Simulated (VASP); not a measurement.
Write the native input for VASP 6.6.1 that does the following.

```yaml
Task: relaxation of cell and atoms
Functional: PBE
Potentials_or_basis: VASP PAW PBE potentials, release 64 (Sc_sv, H)
Cutoff: 600 eV
k_mesh: 4 × 6 × 4
Occupations: gaussian, width 0.1 eV
Spin: no spin polarisation
Dipole_correction: no
Further_INCAR_settings: ALGO = Normal; EDIFF = 1e-06; IBRION = 2; EDIFFG = -0.04; NSW = 90; ISIF = 3
```

The structure of Sc2H lies in POSCAR:

```
Sc2H
1.0
    5.0870786784      0.0000000000      0.0000000000
    0.0000000000      3.6593552863      0.0000000000
    0.0000000000      0.0000000000      4.8674111198
Sc H
4 2
Direct
    0.7500000000      0.3333333333      0.2500000000
    0.7500000000      0.6666666667      0.7500000000
    0.2500000000      0.3333333333      0.2500000000
    0.2500000000      0.6666666667      0.7500000000
    0.0000000000      0.5000000000      0.0000000000
    0.5000000000      0.5000000000      0.5000000000
```

These files were run (other wordings do the same):

INCAR

```
ALGO = Normal ; EDIFF = 1E-6
EDIFFG = -0.04 ; ENCUT = 600
GGA = PE ; IBRION = 2
ISIF = 3 ; ISMEAR = 0
LASPH = True ; LCHARG = False
LREAL = False ; LWAVE = False
NELM = 80 ; NSW = 90
PREC = Accurate ; SIGMA = 0.1
```

KPOINTS

```
k-points
0
Gamma
  4 6 4
```

Potentials or basis: VASP PAW PBE potentials, release 64 (Sc_sv, H).

Launch:

```console
$ cat potpaw_PBE.64/Sc_sv/POTCAR potpaw_PBE.64/H/POTCAR > POTCAR
$ mpirun -np 1 vasp_std > vasp.out
```

It gave:

```
Relaxed volume                         : 17.27 Å³/atom
Relaxed cell                           : a = 6.144 Å, b = 3.165 Å, c = 5.330 Å, α = 90.00°, β = 90.00°, γ = 90.00°
Space group after relaxing (to 0.05 Å) : Pmna (No. 53)
Energy gained by relaxing              : 407.6 meV/atom
Ionic steps                            : 16
Pressure after relaxing                : 0.0 GPa
Largest force after relaxing           : 0.027 eV/Å
Band gap on the k mesh                 : zero (band 23 reaches 4.29 eV, above the bottom of band 24 at 2.98 eV)
```

It took 16 min on 1 thread of Intel Xeon 6975P-C (shared host), peak memory 0.28 GiB.
